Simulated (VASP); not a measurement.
# Ga (Im-3m) in VASP: further runs

Runs on Ga. Level: PBE. Tasks: single point.

All numbers are computed with VASP 6.6.1; they aren't measurements. Logs are shortened: lines on timing, memory, paths and dates and some standing lists are left out, and cuts for length are marked.

## Step 1: The cell of the first run

Symmetry: Im-3m, No. 229, cubic system. Conventional cell: a = 3.247 Å, b = 3.247 Å, c = 3.247 Å, α = 90.00°, β = 90.00°, γ = 90.00°. Ga (site symmetry m-3m) has 14 Ga at 2.81 to 3.25 Å within 3.7 Å.

This isn't the form of Ga at room conditions, which is orthorhombic.

## Step 2: Single point, PBE (17.12 Å³/atom)

File INCAR:

```
PREC     = Accurate       # precision mode
ENCUT    = 520            # plane-wave cutoff, eV
EDIFF    = 1E-6           # SCF threshold, eV
ISMEAR   = -1             # smearing method
SIGMA    = 0.05           # smearing width, eV
LREAL    = False          # projectors in reciprocal space
LASPH    = True           # aspherical terms in the spheres
NELM     = 100            # most SCF steps
ALGO     = Normal         # electronic algorithm
ISIF     = 2              # what is computed and relaxed
LWAVE    = False          # write WAVECAR
LCHARG   = False          # write CHGCAR
GGA      = PE             # functional
NBANDS   = 12             # bands
```

File KPOINTS:

```
regular mesh
0
Gamma
  17 17 17
```

File POSCAR:

```
Ga
1.0
   -1.6237386158      1.6237386158      1.6237386158
    1.6237386158     -1.6237386158      1.6237386158
    1.6237386158      1.6237386158     -1.6237386158
Ga
1
Direct
    0.0000000000      0.0000000000      0.0000000000
```

Potentials or basis: VASP PAW PBE potentials, release 64 (Ga_d).

Launch:

```console
$ cat potpaw_PBE.64/Ga_d/POTCAR > POTCAR
$ mpirun -np 1 vasp_std > vasp.out
```

OUTCAR:

```text
PREC = Accurate
   ENCUT = 520
   EDIFF = 1E-6
   ISMEAR = -1
   LREAL = False
   LASPH = True
   NELM = 100
   ISIF = 2
   GGA = PE

 ion  position               nearest neighbor table
   1  0.000  0.000  0.000-

  LATTYP: Found a body centered cubic cell.
 ALAT       =     3.2474772316

  Lattice vectors:

 A1 = (  -1.6237386158,   1.6237386158,   1.6237386158)
 A2 = (   1.6237386158,  -1.6237386158,   1.6237386158)
 A3 = (   1.6237386158,   1.6237386158,  -1.6237386158)

Analysis of symmetry for initial positions (statically):
=====================================================================
 Subroutine PRICEL returns:
 Original cell was already a primitive cell.

 Routine SETGRP: Setting up the symmetry group for a
 body centered cubic supercell.

 Subroutine GETGRP returns: Found 48 space group operations
 (whereof 48 operations were pure point group operations)
 out of a pool of 48 trial point group operations.

The static configuration has the point symmetry O_h .

Analysis of symmetry for dynamics (positions and initial velocities):
=====================================================================
 Subroutine PRICEL returns:
 Original cell was already a primitive cell.

 Routine SETGRP: Setting up the symmetry group for a
 body centered cubic supercell.

 Subroutine GETGRP returns: Found 48 space group operations
 (whereof 48 operations were pure point group operations)
 out of a pool of 48 trial point group operations.

The dynamic configuration has the point symmetry O_h .

 Subroutine INISYM returns: Found 48 space group operations
 (whereof 48 operations are pure point group operations),
 and found     1 'primitive' translations

----------------------------------------------------------------------------------------

                                     Primitive cell

  volume of cell :      17.1241

  direct lattice vectors                    reciprocal lattice vectors
    -1.623738616  1.623738616  1.623738616     0.000000000  0.307931335  0.307931335
     1.623738616 -1.623738616  1.623738616     0.307931335  0.000000000  0.307931335
     1.623738616  1.623738616 -1.623738616     0.307931335  0.307931335  0.000000000

  length of vectors
     2.812397781  2.812397781  2.812397781     0.435480671  0.435480671  0.435480671
[... 77 lines left out ...]
   ENCUT  =  520.0 eV  38.22 Ry    6.18 a.u.   5.23  5.23  5.23*2*pi/ulx,y,z
   NELM   =    100;   NELMIN=  2; NELMDL= -5     # of ELM steps
   EDIFF  = 0.1E-05   stopping-criterion for ELM
   LREAL  =      F    real-space projection
   EDIFFG = 0.1E-04   stopping-criterion for IOM
   NSW    =      0    number of steps for IOM
   IBRION =     -1    ionic relax: 0-MD 1-quasi-New 2-CG
   NFREE  =      0    steps in history (QN), initial steepest desc. (CG)
   ISIF   =      2    stress and relaxation
   ISYM   =      2    0-nonsym 1-usesym 2-fastsym
   POTIM  = 0.5000    time-step for ionic-motion
   TEBEG  =    0.0;   TEEND  =   0.0 temperature during run
   PSTRESS=    0.0 pullay stress
   NELECT =      13.0000    total number of electrons
   NUPDOWN=      -1.0000    fix difference up-down
   EMIN   =  10.00;   EMAX   =-10.00  energy-range for DOS
   EFERMI =   0.00;   METHOD = LEGACY
   ISMEAR =    -1;   SIGMA  =   0.05  broadening in eV -4-tet -1-fermi 0-gaus
   EFERMI_NEDOS =   21; number of points for ismear=-14 and -15
   IALGO  =     38    algorithm
   IMIX   =      4    mixing-type and parameters
     AMIX     =   0.40;   BMIX     =  1.00
     AMIX_MAG =   1.60;   BMIX_MAG =  1.00
  volume/ion in A,a.u.               =      17.12       115.56
  Fermi-wavevector in a.u.,A,eV,Ry     =   1.493436  2.822184 30.345752  2.230350
  Thomas-Fermi vector in A             =   2.605836
   LORBIT       =      0    0 simple, 1 ext, 2 COOP (PROOUT), +10 PAW based schemes
   GGA     = PE    functional components
   LHFCALC =     F    Hartree Fock is set to
   AEXX    =    0.0000 exact exchange contribution
   IVDW    =     0    specifies the selected vdW correction
   LEPSILON=     F    determine dielectric tensor
   LRPA    =     F    only Hartree local field effects (RPA)
 non-spin polarized calculation
  energy-cutoff  :      520.00
  volume of cell :       17.12
 maximum number of plane-waves:       478
 NGX is ok and might be reduce to    24
   NGX = 11   NGY = 11   NGZ = 11

 number of electron      12.9999999 magnetization

 Free energy of the ion-electron system (eV)
  ---------------------------------------------------
  ext. energy  EPLUGINS =         0.00000000
  ---------------------------------------------------
  free energy    TOTEN  =        -2.82928122 eV

  energy without entropy =       -2.82502353  energy(sigma->0) =       -2.82715237

 E-fermi :   6.5523     XC(G=0): -11.5124

 val. band max:        6.5508229359   @ k =  -0.4706   0.4706   0.3529
 cond. band min:       6.5524968426   @ k =   0.2353   0.1765   0.1765
 fundamental gap:      0.0016739067
 Fermi energy:         6.5523094371

 k-point     1 :       0.0000    0.0000    0.0000
  band No.  band energies     occupation
      1      -8.5318      2.00000
      2      -8.5318      2.00000
      3      -8.5318      2.00000
      4      -8.2966      2.00000
      5      -8.2966      2.00000
      6      -5.3089      2.00000
      7      20.3112      0.00000
      8      20.3112      0.00000
      9      20.3112      0.00000
     10      24.7030      0.00000
     11      24.7030      0.00000
     12      24.7031      0.00000
[... 331 lines left out ...]
 k-point    24 :       0.1765    0.1765    0.0000
  band No.  band energies     occupation
      1      -8.5861      2.00000
      2      -8.5272      2.00000
      3      -8.3402      2.00000
      4      -8.3320      2.00000
      5      -8.2856      2.00000
      6      -2.5276      2.00000
      7      10.7145      0.00000
      8      11.7791      0.00000
      9      16.0280      0.00000
     10      21.8371      0.00000
     11      22.1237      0.00000
     12      26.0624      0.00000

 [... further k-points ...]
[... 5 lines left out ...]
  --------------------------------------------------------------------------------------
  -------------------------------------------------------------------------------------
  Total        0.8010033      0.8010033      0.8010033      0.0000000     -0.0000000      0.0000000
  in kB       74.9439452     74.9439452     74.9439452      0.0000000     -0.0000000      0.0000000
  external PRESSURE =      74.9439452 kB  Pullay stress =       0.0000000 kB

 VOLUME and BASIS-vectors are now :
 -----------------------------------------------------------------------------
  energy-cutoff  :      520.00
  volume of cell :       17.12
      direct lattice vectors                 reciprocal lattice vectors
    -1.623738616  1.623738616  1.623738616     0.000000000  0.307931335  0.307931335
     1.623738616 -1.623738616  1.623738616     0.307931335  0.000000000  0.307931335
     1.623738616  1.623738616 -1.623738616     0.307931335  0.307931335  0.000000000

 POSITION                                       TOTAL-FORCE (eV/Angst)
 -----------------------------------------------------------------------------------
      0.00000      0.00000      0.00000        -0.000000      0.000000     -0.000000
 -----------------------------------------------------------------------------------
    total drift:                                0.000000      0.000000     -0.000000

  FREE ENERGIE OF THE ION-ELECTRON SYSTEM (eV)
  ---------------------------------------------------
  free  energy   TOTEN  =        -2.8292812237 eV

  energy  without entropy=       -2.8250235262  energy(sigma->0) =       -2.82715237
```

Run time: 28 s. Hardware: 1 thread of Intel Xeon 8259CL, shared host; peak memory 0.16 GiB.

Results:

| Quantity | Value |
| --- | --- |
| Free energy | -2.8293 eV |
| Pressure | 7.5 GPa |
| Band gap on the k mesh | zero (an odd number of electrons rules out a gap without spin polarisation) |

Caveat: the cell stands under pressure.

## Step 3: Single point, PBE

File INCAR:

```
SYSTEM = Ga
PREC = Accurate ; ENCUT = 520
EDIFF = 1E-6 ; ISMEAR = -1
SIGMA = 0.05 ; LREAL = .False.
LASPH = .True. ; NELM = 100
ALGO = Normal ; ISIF = 2
LWAVE = .False. ; LCHARG = .False.
GGA = PE ; NBANDS = 12
```

File KPOINTS:

```
regular mesh
0
Gamma
  17 17 17
  0 0 0
```

POSCAR is that of step 2.

Potentials or basis: VASP PAW PBE potentials, release 64 (Ga_d).

Launch:

```console
$ cat potpaw_PBE.64/Ga_d/POTCAR > POTCAR
$ mpirun -np 1 vasp_std > vasp.out
```

OUTCAR:

```text
SYSTEM = Ga
   PREC = Accurate
   ENCUT = 520
   EDIFF = 1E-6
   ISMEAR = -1
   LREAL = .False.
   LASPH = .True.
   NELM = 100
   ISIF = 2
   GGA = PE

 ion  position               nearest neighbor table
   1  0.000  0.000  0.000-

  LATTYP: Found a body centered cubic cell.
 ALAT       =     3.2474772316

  Lattice vectors:

 A1 = (  -1.6237386158,   1.6237386158,   1.6237386158)
 A2 = (   1.6237386158,  -1.6237386158,   1.6237386158)
 A3 = (   1.6237386158,   1.6237386158,  -1.6237386158)

Analysis of symmetry for initial positions (statically):
=====================================================================
 Subroutine PRICEL returns:
 Original cell was already a primitive cell.

 Routine SETGRP: Setting up the symmetry group for a
 body centered cubic supercell.

 Subroutine GETGRP returns: Found 48 space group operations
 (whereof 48 operations were pure point group operations)
 out of a pool of 48 trial point group operations.

The static configuration has the point symmetry O_h .

Analysis of symmetry for dynamics (positions and initial velocities):
[... 159 lines left out ...]
 val. band max:        6.5508229359   @ k =  -0.4706   0.4706   0.3529
 cond. band min:       6.5524968426   @ k =   0.2353   0.1765   0.1765
 fundamental gap:      0.0016739067
 Fermi energy:         6.5523094371

 k-point     1 :       0.0000    0.0000    0.0000
  band No.  band energies     occupation
      1      -8.5318      2.00000
      2      -8.5318      2.00000
      3      -8.5318      2.00000
      4      -8.2966      2.00000
      5      -8.2966      2.00000
      6      -5.3089      2.00000
      7      20.3112      0.00000
      8      20.3112      0.00000
      9      20.3112      0.00000
     10      24.7030      0.00000
     11      24.7030      0.00000
     12      24.7031      0.00000
[... 331 lines left out ...]
 k-point    24 :       0.1765    0.1765    0.0000
  band No.  band energies     occupation
      1      -8.5861      2.00000
      2      -8.5272      2.00000
      3      -8.3402      2.00000
      4      -8.3320      2.00000
      5      -8.2856      2.00000
      6      -2.5276      2.00000
      7      10.7145      0.00000
      8      11.7791      0.00000
      9      16.0280      0.00000
     10      21.8371      0.00000
     11      22.1237      0.00000
     12      26.0624      0.00000

 [... further k-points ...]
[... 5 lines left out ...]
  --------------------------------------------------------------------------------------
  -------------------------------------------------------------------------------------
  Total        0.8010033      0.8010033      0.8010033      0.0000000     -0.0000000      0.0000000
  in kB       74.9439452     74.9439452     74.9439452      0.0000000     -0.0000000      0.0000000
  external PRESSURE =      74.9439452 kB  Pullay stress =       0.0000000 kB

 VOLUME and BASIS-vectors are now :
 -----------------------------------------------------------------------------
  energy-cutoff  :      520.00
  volume of cell :       17.12
      direct lattice vectors                 reciprocal lattice vectors
    -1.623738616  1.623738616  1.623738616     0.000000000  0.307931335  0.307931335
     1.623738616 -1.623738616  1.623738616     0.307931335  0.000000000  0.307931335
     1.623738616  1.623738616 -1.623738616     0.307931335  0.307931335  0.000000000

 POSITION                                       TOTAL-FORCE (eV/Angst)
 -----------------------------------------------------------------------------------
      0.00000      0.00000      0.00000        -0.000000      0.000000     -0.000000
 -----------------------------------------------------------------------------------
    total drift:                                0.000000      0.000000     -0.000000

  FREE ENERGIE OF THE ION-ELECTRON SYSTEM (eV)
  ---------------------------------------------------
  free  energy   TOTEN  =        -2.8292812237 eV

  energy  without entropy=       -2.8250235262  energy(sigma->0) =       -2.82715237
```

stdout:

```text
POSCAR found type information on POSCAR Ga
 POSCAR found :  1 types and       1 ions
 scaLAPACK will be used
 LDA part: xc-table for (Slater+PW92), standard interpolation
 POSCAR, INCAR and KPOINTS ok, starting setup
 FFT: planning ... GRIDC
 FFT: planning ... GRID_SOFT
 FFT: planning ... GRID
 WAVECAR not read
 entering main loop
```

Wall time 26 s (1 thread of Intel Xeon 8259CL, shared host); peak memory 0.16 GiB.

Results:

```yaml
Free_energy: -2.8293 eV
Pressure: 7.5 GPa
Band_gap_on_the_k_mesh: zero (an odd number of electrons rules out a gap without spin polarisation)
```

Levels at points of the mesh, in eV from the Fermi level:
| k point | band 4 | band 5 | band 6 | band 7 | band 8 | band 9 |
| --- | --- | --- | --- | --- | --- | --- |
| (0.00, 0.00, 0.00) | -14.85 | -14.85 | -11.86 | 13.76 | 13.76 | 13.76 |

Caveat: the cell stands under pressure.
